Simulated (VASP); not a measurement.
# Pd (P6_3/mmc) in VASP: notebook, part 2 of 2

VASP 6.6.1. The steps go on from the part before.

**3. Single point, LDA (volume scaled by 1.02)**

INCAR

```
SYSTEM = Pd
PREC     = Accurate       ! precision mode
ENCUT    = 520            ! plane-wave cutoff, eV
EDIFF    = 1E-6           ! SCF threshold, eV
ISMEAR   = -1             ! smearing method
SIGMA    = 0.05           ! smearing width, eV
LREAL    = .False.        ! projectors in reciprocal space
LASPH    = .True.         ! aspherical terms in the spheres
NELM     = 80             ! most SCF steps
ALGO     = Fast           ! electronic algorithm
ISIF     = 2              ! what is computed and relaxed
LWAVE    = .False.        ! write WAVECAR
LCHARG   = .False.        ! write CHGCAR
NBANDS   = 17             ! bands
```

KPOINTS

```
regular mesh
0
Gamma
  11 11 6
  0 0 0
```

POSCAR

```
Pd
1.0
    2.8021004509      0.0000000000      0.0000000000
   -1.4010502255      2.4266901745      0.0000000000
    0.0000000000      0.0000000000      4.6595488139
Pd
2
Direct
    0.3333333333      0.6666666667      0.2500000000
    0.6666666667      0.3333333333      0.7500000000
```

Potentials or basis: VASP PAW LDA potentials, release 64 (Pd).

The run is started by

```
$ cat potpaw_LDA.64/Pd/POTCAR > POTCAR
$ mpirun -np 1 vasp_std > vasp.out
```

OUTCAR:

```text
SYSTEM = Pd
   PREC = Accurate
   ENCUT = 520
   EDIFF = 1E-6
   ISMEAR = -1
   LREAL = .False.
   LASPH = .True.
   NELM = 80
   ISIF = 2

 ion  position               nearest neighbor table
   1  0.333  0.667  0.250-   2 2.84   2 2.84   2 2.84   2 2.84   2 2.84   2 2.84
   2  0.667  0.333  0.750-   1 2.84   1 2.84   1 2.84   1 2.84   1 2.84   1 2.84

  LATTYP: Found a hexagonal cell.
 ALAT       =     2.8021004509
 C/A-ratio  =     1.6628771507

  Lattice vectors:

 A1 = (   2.8021004509,   0.0000000000,   0.0000000000)
 A2 = (  -1.4010502255,   2.4266901745,   0.0000000000)
 A3 = (   0.0000000000,   0.0000000000,   4.6595488139)

Analysis of symmetry for initial positions (statically):
=====================================================================
 Subroutine PRICEL returns:
 Original cell was already a primitive cell.

 Routine SETGRP: Setting up the symmetry group for a
 hexagonal supercell.

 Subroutine GETGRP returns: Found 24 space group operations
 (whereof 12 operations were pure point group operations)
 out of a pool of 24 trial point group operations.

The static configuration has the point symmetry D_3d.
 The point group associated with its full space group is D_6h.

Analysis of symmetry for dynamics (positions and initial velocities):
=====================================================================
 Subroutine PRICEL returns:
 Original cell was already a primitive cell.

 Routine SETGRP: Setting up the symmetry group for a
 hexagonal supercell.

 Subroutine GETGRP returns: Found 24 space group operations
 (whereof 12 operations were pure point group operations)
 out of a pool of 24 trial point group operations.

The dynamic configuration has the point symmetry D_3d.
 The point group associated with its full space group is D_6h.

 Subroutine INISYM returns: Found 24 space group operations
 (whereof 12 operations are pure point group operations),
 and found     1 'primitive' translations
[... 106 lines left out ...]
   NELECT =      20.0000    total number of electrons
   NUPDOWN=      -1.0000    fix difference up-down
   EMIN   =  10.00;   EMAX   =-10.00  energy-range for DOS
   EFERMI =   0.00;   METHOD = LEGACY
   ISMEAR =    -1;   SIGMA  =   0.05  broadening in eV -4-tet -1-fermi 0-gaus
   EFERMI_NEDOS =   21; number of points for ismear=-14 and -15
   IALGO  =     68    algorithm
   IMIX   =      4    mixing-type and parameters
     AMIX     =   0.40;   BMIX     =  1.00
     AMIX_MAG =   1.60;   BMIX_MAG =  1.00
  volume/ion in A,a.u.               =      15.84       106.91
  Fermi-wavevector in a.u.,A,eV,Ry     =   1.404335  2.653809 26.832840  1.972158
  Thomas-Fermi vector in A             =   2.526907
   LORBIT       =      0    0 simple, 1 ext, 2 COOP (PROOUT), +10 PAW based schemes
   GGA     = CA    functional components
   LHFCALC =     F    Hartree Fock is set to
   AEXX    =    0.0000 exact exchange contribution
   IVDW    =     0    specifies the selected vdW correction
   LEPSILON=     F    determine dielectric tensor
   LRPA    =     F    only Hartree local field effects (RPA)
 non-spin polarized calculation
 RMM-DIIS sequential band-by-band and
  energy-cutoff  :      520.00
  volume of cell :       31.68
 maximum number of plane-waves:       869
 NGX is ok and might be reduce to    24
   NGX = 11   NGY = 11   NGZ = 17

 number of electron      20.0000009 magnetization

 Free energy of the ion-electron system (eV)
  ---------------------------------------------------
  ext. energy  EPLUGINS =         0.00000000
  ---------------------------------------------------
  free energy    TOTEN  =       -12.71945622 eV

  energy without entropy =      -12.66998199  energy(sigma->0) =      -12.69471911

 E-fermi :   8.4243     XC(G=0): -13.0844

 val. band max:        8.4142215329   @ k =   0.4545   0.0909   0.0000
 cond. band min:       8.4304768036   @ k =   0.1818   0.1818   0.0000
 fundamental gap:      0.0162552707
 Fermi energy:         8.4242546911

 k-point     1 :       0.0000    0.0000    0.0000
  band No.  band energies     occupation
      1       1.7186      2.00000
      2       3.5804      2.00000
      3       5.7615      2.00000
      4       5.9459      2.00000
      5       5.9459      2.00000
      6       6.2639      2.00000
[... 457 lines left out ...]
      4       5.3643      2.00000
      5       5.8034      2.00000
      6       6.2326      2.00000
[... 9 lines left out ...]
     16      25.6217      0.00000
     17      26.9005      0.00000

 [... further k-points ...]
[... 5 lines left out ...]
  --------------------------------------------------------------------------------------
  -------------------------------------------------------------------------------------
  Total       -3.5701031     -3.5701031     -3.4555725      0.0000000      0.0000000      0.0000000
  in kB     -180.5300276   -180.5300276   -174.7385362      0.0000000      0.0000000      0.0000000
  external PRESSURE =    -178.5995305 kB  Pullay stress =       0.0000000 kB

 VOLUME and BASIS-vectors are now :
 -----------------------------------------------------------------------------
  energy-cutoff  :      520.00
  volume of cell :       31.68
      direct lattice vectors                 reciprocal lattice vectors
     2.802100451  0.000000000  0.000000000     0.356875143  0.206041960  0.000000000
    -1.401050225  2.426690175  0.000000000     0.000000000  0.412083920  0.000000000
     0.000000000  0.000000000  4.659548814     0.000000000  0.000000000  0.214613054

 POSITION                                       TOTAL-FORCE (eV/Angst)
 -----------------------------------------------------------------------------------
     -0.00000      1.61779      1.16489        -0.000000      0.000000      0.000000
      1.40105      0.80890      3.49466         0.000000     -0.000000      0.000000
 -----------------------------------------------------------------------------------
    total drift:                               -0.000000      0.000000     -0.000000

  FREE ENERGIE OF THE ION-ELECTRON SYSTEM (eV)
  ---------------------------------------------------
  free  energy   TOTEN  =       -12.7194562205 eV

  energy  without entropy=      -12.6699819898  energy(sigma->0) =      -12.69471911
```

OSZICAR:

```text
N       E                     dE             d eps       ncg     rms          rms(c)
DAV:   1     0.107136581938E+03    0.10714E+03   -0.10412E+04  2176   0.115E+03
DAV:   2    -0.115069550077E+02   -0.11864E+03   -0.11186E+03  2283   0.252E+02
DAV:   3    -0.133404247778E+02   -0.18335E+01   -0.18146E+01  2665   0.345E+01
DAV:   4    -0.133519674795E+02   -0.11543E-01   -0.11541E-01  2577   0.261E+00
DAV:   5    -0.133521454019E+02   -0.17792E-03   -0.17792E-03  2670   0.355E-01    0.953E+00
RMM:   6    -0.127430307015E+02    0.60911E+00   -0.13770E+00  2178   0.936E+00    0.445E+00
RMM:   7    -0.127264709044E+02    0.16560E-01   -0.20267E-02  2340   0.122E+00    0.234E+00
RMM:   8    -0.127194198625E+02    0.70510E-02   -0.16336E-03  2441   0.378E-01    0.329E-02
RMM:   9    -0.127194486722E+02   -0.28810E-04   -0.26506E-04  2576   0.107E-01    0.297E-02
RMM:  10    -0.127194531859E+02   -0.45137E-05   -0.50210E-05  2545   0.486E-02    0.247E-02
RMM:  11    -0.127194613766E+02   -0.81906E-05   -0.26316E-05  2549   0.365E-02    0.259E-02
RMM:  12    -0.127194559018E+02    0.54748E-05   -0.17560E-05  2365   0.325E-02    0.380E-03
RMM:  13    -0.127194562205E+02   -0.31875E-06   -0.36043E-06  1684   0.102E-02
   1 F= -.12719456E+02 E0= -.12694719E+02  d E =-.494742E-01
```

Wall time 43 s (1 thread of Intel Xeon 8259CL, shared host); peak memory 0.15 GiB.

Results:

```
Free energy            : -12.7195 eV
Pressure               : -17.9 GPa
Band gap on the k mesh : zero (band 10 reaches 8.55 eV, above the bottom of band 11 at 7.78 eV)
```

Stress tensor (GPa, compression positive):
```
-18.05   0.00   0.00
  0.00 -18.05   0.00
  0.00   0.00 -17.47
```

**4. Single point, LDA (volume scaled by 1.04)**

INCAR

```
PREC = Accurate ; ENCUT = 520
EDIFF = 1E-6 ; ISMEAR = -1
SIGMA = 0.05 ; LREAL = False
LASPH = True ; NELM = 80
ALGO = Fast ; ISIF = 2
LWAVE = False ; LCHARG = False
NBANDS = 17
```

KPOINTS

```
regular mesh
0
Gamma
  11 11 6
```

POSCAR

```
Pd
1.0
    2.8202964182      0.0000000000      0.0000000000
   -1.4101482091      2.4424483444      0.0000000000
    0.0000000000      0.0000000000      4.6898064722
Pd
2
Direct
    0.3333333333      0.6666666667      0.2500000000
    0.6666666667      0.3333333333      0.7500000000
```

Potentials or basis: VASP PAW LDA potentials, release 64 (Pd).

The run is started by

```
$ cat potpaw_LDA.64/Pd/POTCAR > POTCAR
$ mpirun -np 1 vasp_std > vasp.out
```

OUTCAR:

```text
PREC = Accurate
   ENCUT = 520
   EDIFF = 1E-6
   ISMEAR = -1
   LREAL = False
   LASPH = True
   NELM = 80
   ISIF = 2

 ion  position               nearest neighbor table
   1  0.333  0.667  0.250-   2 2.85   2 2.85   2 2.85   2 2.85   2 2.85   2 2.85
   2  0.667  0.333  0.750-   1 2.85   1 2.85   1 2.85   1 2.85   1 2.85   1 2.85

  LATTYP: Found a hexagonal cell.
 ALAT       =     2.8202964182
 C/A-ratio  =     1.6628771508

  Lattice vectors:

 A1 = (   2.8202964182,   0.0000000000,   0.0000000000)
 A2 = (  -1.4101482091,   2.4424483444,   0.0000000000)
 A3 = (   0.0000000000,   0.0000000000,   4.6898064722)

Analysis of symmetry for initial positions (statically):
=====================================================================
 Subroutine PRICEL returns:
 Original cell was already a primitive cell.

 Routine SETGRP: Setting up the symmetry group for a
 hexagonal supercell.

 Subroutine GETGRP returns: Found 24 space group operations
 (whereof 12 operations were pure point group operations)
 out of a pool of 24 trial point group operations.

The static configuration has the point symmetry D_3d.
 The point group associated with its full space group is D_6h.

Analysis of symmetry for dynamics (positions and initial velocities):
=====================================================================
 Subroutine PRICEL returns:
 Original cell was already a primitive cell.

 Routine SETGRP: Setting up the symmetry group for a
 hexagonal supercell.

 Subroutine GETGRP returns: Found 24 space group operations
 (whereof 12 operations were pure point group operations)
 out of a pool of 24 trial point group operations.

The dynamic configuration has the point symmetry D_3d.
 The point group associated with its full space group is D_6h.

 Subroutine INISYM returns: Found 24 space group operations
[... 107 lines left out ...]
   PSTRESS=    0.0 pullay stress
   NELECT =      20.0000    total number of electrons
   NUPDOWN=      -1.0000    fix difference up-down
   EMIN   =  10.00;   EMAX   =-10.00  energy-range for DOS
   EFERMI =   0.00;   METHOD = LEGACY
   ISMEAR =    -1;   SIGMA  =   0.05  broadening in eV -4-tet -1-fermi 0-gaus
   EFERMI_NEDOS =   21; number of points for ismear=-14 and -15
   IALGO  =     68    algorithm
   IMIX   =      4    mixing-type and parameters
     AMIX     =   0.40;   BMIX     =  1.00
     AMIX_MAG =   1.60;   BMIX_MAG =  1.00
  volume/ion in A,a.u.               =      16.15       109.00
  Fermi-wavevector in a.u.,A,eV,Ry     =   1.395275  2.636687 26.487717  1.946792
  Thomas-Fermi vector in A             =   2.518743
   LORBIT       =      0    0 simple, 1 ext, 2 COOP (PROOUT), +10 PAW based schemes
   GGA     = CA    functional components
   LHFCALC =     F    Hartree Fock is set to
   AEXX    =    0.0000 exact exchange contribution
   IVDW    =     0    specifies the selected vdW correction
   LEPSILON=     F    determine dielectric tensor
   LRPA    =     F    only Hartree local field effects (RPA)
 non-spin polarized calculation
 RMM-DIIS sequential band-by-band and
  energy-cutoff  :      520.00
  volume of cell :       32.31
 maximum number of plane-waves:       882
 NGX is ok and might be reduce to    24
   NGX = 11   NGY = 11   NGZ = 17

 number of electron      20.0000003 magnetization

 Free energy of the ion-electron system (eV)
  ---------------------------------------------------
  ext. energy  EPLUGINS =         0.00000000
  ---------------------------------------------------
  free energy    TOTEN  =       -12.64610512 eV

  energy without entropy =      -12.59547691  energy(sigma->0) =      -12.62079102

 E-fermi :   8.1214     XC(G=0): -12.9684

 val. band max:        8.1101752414   @ k =   0.4545   0.0909   0.0000
 cond. band min:       8.1264150019   @ k =   0.4545   0.0000   0.3333
 fundamental gap:      0.0162397605
 Fermi energy:         8.1213831331

 k-point     1 :       0.0000    0.0000    0.0000
  band No.  band energies     occupation
      1       1.5570      2.00000
      2       3.4144      2.00000
      3       5.5407      2.00000
      4       5.7202      2.00000
      5       5.7202      2.00000
      6       6.0275      2.00000
[... 457 lines left out ...]
      4       5.1581      2.00000
      5       5.5827      2.00000
      6       5.9992      2.00000
[... 9 lines left out ...]
     16      25.1839      0.00000
     17      26.4684      0.00000

 [... further k-points ...]
[... 5 lines left out ...]
  --------------------------------------------------------------------------------------
  -------------------------------------------------------------------------------------
  Total       -4.0656706     -4.0656706     -3.9554759     -0.0000000      0.0000000      0.0000000
  in kB     -201.6358301   -201.6358301   -196.1707511     -0.0000000      0.0000000      0.0000000
  external PRESSURE =    -199.8141371 kB  Pullay stress =       0.0000000 kB

 VOLUME and BASIS-vectors are now :
 -----------------------------------------------------------------------------
  energy-cutoff  :      520.00
  volume of cell :       32.31
      direct lattice vectors                 reciprocal lattice vectors
     2.820296418  0.000000000  0.000000000     0.354572659  0.204712620  0.000000000
    -1.410148209  2.442448344  0.000000000     0.000000000  0.409425240  0.000000000
     0.000000000  0.000000000  4.689806472     0.000000000  0.000000000  0.213228415

 POSITION                                       TOTAL-FORCE (eV/Angst)
 -----------------------------------------------------------------------------------
     -0.00000      1.62830      1.17245         0.000000     -0.000000      0.000000
      1.41015      0.81415      3.51735        -0.000000      0.000000      0.000000
 -----------------------------------------------------------------------------------
    total drift:                               -0.000000      0.000000     -0.000000

  FREE ENERGIE OF THE ION-ELECTRON SYSTEM (eV)
  ---------------------------------------------------
  free  energy   TOTEN  =       -12.6461051207 eV

  energy  without entropy=      -12.5954769138  energy(sigma->0) =      -12.62079102
```

OSZICAR:

```text
N       E                     dE             d eps       ncg     rms          rms(c)
DAV:   1     0.104620372557E+03    0.10462E+03   -0.10394E+04  2176   0.115E+03
DAV:   2    -0.114994355127E+02   -0.11612E+03   -0.10942E+03  2262   0.248E+02
DAV:   3    -0.132555044259E+02   -0.17561E+01   -0.17400E+01  2666   0.339E+01
DAV:   4    -0.132668213336E+02   -0.11317E-01   -0.11315E-01  2544   0.259E+00
DAV:   5    -0.132670035241E+02   -0.18219E-03   -0.18219E-03  2643   0.359E-01    0.904E+00
RMM:   6    -0.126673460613E+02    0.59966E+00   -0.13963E+00  2176   0.939E+00    0.422E+00
RMM:   7    -0.126527384376E+02    0.14608E-01   -0.19915E-02  2334   0.120E+00    0.225E+00
RMM:   8    -0.126460737700E+02    0.66647E-02   -0.15497E-03  2441   0.361E-01    0.434E-02
RMM:   9    -0.126460981542E+02   -0.24384E-04   -0.23273E-04  2540   0.990E-02    0.281E-02
RMM:  10    -0.126461025375E+02   -0.43833E-05   -0.41681E-05  2533   0.432E-02    0.228E-02
RMM:  11    -0.126461064240E+02   -0.38865E-05   -0.18089E-05  2605   0.268E-02    0.136E-02
RMM:  12    -0.126461049441E+02    0.14799E-05   -0.69957E-06  2137   0.197E-02    0.341E-03
RMM:  13    -0.126461051207E+02   -0.17665E-06   -0.17615E-06  1462   0.749E-03
   1 F= -.12646105E+02 E0= -.12620791E+02  d E =-.506282E-01
```

Run time: 55 s. Hardware: 1 thread of Intel Xeon 8259CL, shared host; peak memory 0.16 GiB.

Results:

| Item | Value |
| --- | --- |
| Free energy | -12.6461 eV |
| Pressure | -20.0 GPa |
| Band gap on the k mesh | zero (band 10 reaches 8.24 eV, above the bottom of band 11 at 7.50 eV) |

**5. Single point, LDA (volume scaled by 1.06)**

INCAR

```
PREC = Accurate
ENCUT = 520
EDIFF = 1E-7
ISMEAR = -1
SIGMA = 0.05
LREAL = False
LASPH = True
NELM = 100
ALGO = Normal
ISIF = 2
LWAVE = False
LCHARG = True
LELF = True
LVHAR = True
NBANDS = 17
```

KPOINTS

```
Automatic mesh
0
Gamma
  11 11 6
```

POSCAR

```
Pd
1.0
    2.8382605740      0.0000000000      0.0000000000
   -1.4191302870      2.4580057597      0.0000000000
    0.0000000000      0.0000000000      4.7196786564
Pd
2
Direct
    0.3333333333      0.6666666667      0.2500000000
    0.6666666667      0.3333333333      0.7500000000
```

The run is started by

```
$ cat potpaw_LDA.64/Pd/POTCAR > POTCAR
$ mpirun -np 1 vasp_std > vasp.out
```

Run time: 46 s. Hardware: 1 thread of Intel Xeon 8259CL, shared host; peak memory 0.16 GiB.

It converged, with:

* Free energy: -12.5651 eV
* Pressure: -21.9 GPa
* Band gap on the k mesh: zero (band 10 reaches 7.95 eV, above the bottom of band 11 at 7.23 eV)

Stress tensor (GPa, compression positive):
```
-22.03   0.00   0.00
  0.00 -22.03   0.00
  0.00   0.00 -21.50
```

Levels at points of the mesh, in eV from the Fermi level:
```
           k point  band 8  band 9  band 10  band 11  band 12  band 13
(0.00, 0.00, 0.00)   -1.43   -1.43    -0.21    -0.21     1.04     6.16
(0.00, 0.00, 0.50)   -2.37   -0.60    -0.60    -0.60    -0.60    13.17
```

**6. Summary**

| cell | gap on the mesh (eV) | pressure (GPa) |
| --- | --- | --- |
| a = 2.746, b = 2.746, c = 4.566 Å, angles 90.0, 90.0, 120.0°, 2 atoms | none | -9.2 |
| a = 2.802, b = 2.802, c = 4.660 Å, angles 90.0, 90.0, 120.0°, 2 atoms | none | -17.9 |
| a = 2.820, b = 2.820, c = 4.690 Å, angles 90.0, 90.0, 120.0°, 2 atoms | none | -20.0 |
| a = 2.838, b = 2.838, c = 4.720 Å, angles 90.0, 90.0, 120.0°, 2 atoms | none | -21.9 |

Alike in all rows: task single point; level LDA; potentials or basis VASP PAW LDA potentials, release 64 (Pd); no spin polarisation; k mesh 11 × 11 × 6; cutoff (eV) 520; smearing fermi-dirac 0.05 eV.

Total energies depend on the potentials used, so only differences within one code and one set of settings carry meaning.
